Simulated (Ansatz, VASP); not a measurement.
SiO2: VASP beside Ansatz

File POSCAR:

```
SiO2
1.0
    4.9960000000      0.0000000000      0.0000000000
    0.0000000000      4.9960000000      0.0000000000
    0.0000000000      0.0000000000      7.0160000000
Si O
4 8
Direct
    0.3019817275      0.3019817275      0.0000000000
    0.1980182725      0.8019817275      0.2500000000
    0.6980182725      0.6980182725      0.5000000000
    0.8019817275      0.1980182725      0.7500000000
    0.2380254823      0.1100316042      0.1815211947
    0.3899683958      0.7380254823      0.4315211947
    0.7619745177      0.8899683958      0.6815211947
    0.6100316042      0.2619745177      0.9315211947
    0.7380254823      0.3899683958      0.5684788053
    0.8899683958      0.7619745177      0.3184788053
    0.2619745177      0.6100316042      0.0684788053
    0.1100316042      0.2380254823      0.8184788053
```

INCAR.step1

```
SYSTEM = SiO2
PREC = Accurate ; ENCUT = 520
ISMEAR = -1 ; SIGMA = 0.02
LREAL = .False. ; LASPH = .True.
NELM = 100 ; NBANDS = 44
GGA = PE ; ALGO = Normal
EDIFF = 1E-4 ; LWAVE = .True.
LCHARG = .False.
```

Contents of INCAR.step2:

```
SYSTEM = SiO2
PREC = Accurate ; ENCUT = 520
EDIFF = 1E-8 ; ISMEAR = -1
SIGMA = 0.02 ; LREAL = .False.
LASPH = .True. ; NELM = 100
ALGO = Normal ; ISIF = 2
LWAVE = .False. ; LCHARG = .False.
METAGGA = R2SCAN ; LMIXTAU = .True.
LEFG = .True. ; NBANDS = 44
ISTART = 1
```

The input KPOINTS:

```
Automatic mesh
0
Gamma
  4 4 3
  0 0 0
```

Input for Ansatz:

```yaml
crystal:
  lattice:
    - [4.996, 0.0, 0.0]
    - [0.0, 4.996, 0.0]
    - [0.0, 0.0, 7.016]
  atoms:
    - { symbol: Si, position: [0.3019817275, 0.3019817275, 0.0] }
    - { symbol: Si, position: [0.1980182725, 0.8019817275, 0.25] }
    - { symbol: Si, position: [0.6980182725, 0.6980182725, 0.5] }
    - { symbol: Si, position: [0.8019817275, 0.1980182725, 0.75] }
    - { symbol: O, position: [0.2380254823, 0.1100316042, 0.1815211947] }
    - { symbol: O, position: [0.3899683958, 0.7380254823, 0.4315211947] }
    - { symbol: O, position: [0.7619745177, 0.8899683958, 0.6815211947] }
    - { symbol: O, position: [0.6100316042, 0.2619745177, 0.9315211947] }
    - { symbol: O, position: [0.7380254823, 0.3899683958, 0.5684788053] }
    - { symbol: O, position: [0.8899683958, 0.7619745177, 0.3184788053] }
    - { symbol: O, position: [0.2619745177, 0.6100316042, 0.0684788053] }
    - { symbol: O, position: [0.1100316042, 0.2380254823, 0.8184788053] }
kpoints:
  mp_grid: { grid: [4, 4, 3] }
scf:
  occupations: { method: fermi_dirac, width: 0.02 }
hamiltonian:
  xc: r2scan
  pseudopotentials: { kind: paw, frozen_core: stored }
output:
  forces: true
  stress: true
  populations: true
  efg: { quadrupole_moments_barn: { O: -0.02558 } }
```

Alike in both runs: task electric field gradients; functional r2SCAN; k mesh 4 × 4 × 3; occupations fermi-dirac, width 0.02 eV; no spin polarisation.

|  | VASP | Ansatz |
| --- | --- | --- |
| version | VASP 6.6.1 | Ansatz 0.2.0 |
| potentials or method | VASP PAW PBE potentials, release 64 (Si, O) | plane-wave PAW, scalar-relativistic |
| plane-wave cutoff (eV) | 520 | 500 |
| valence electrons in the cell | 64 | 64 |

VASP gave:

- gap on the k mesh at the Fermi level (eV): 6.23
- pressure (GPa): -3.6
- traceless stress, the component that is largest in VASP (GPa): -0.73
- rms of the force components (eV/Å): 0.134
- size of Vzz on the site where it differs most (V/Å²): 90.0

**Question.** Estimate Ansatz's values.

**Answer.** gap on the k mesh at the Fermi level (eV): 6.23; pressure (GPa): -4.0; traceless stress, the component that is largest in VASP (GPa): -0.71; rms of the force components (eV/Å): 0.140; size of Vzz on the site where it differs most (V/Å²): 98.2.

VASP's potentials were made for PBE, not for r2SCAN. Atom by atom the forces differ by 0.012 eV/Å (rms over components).
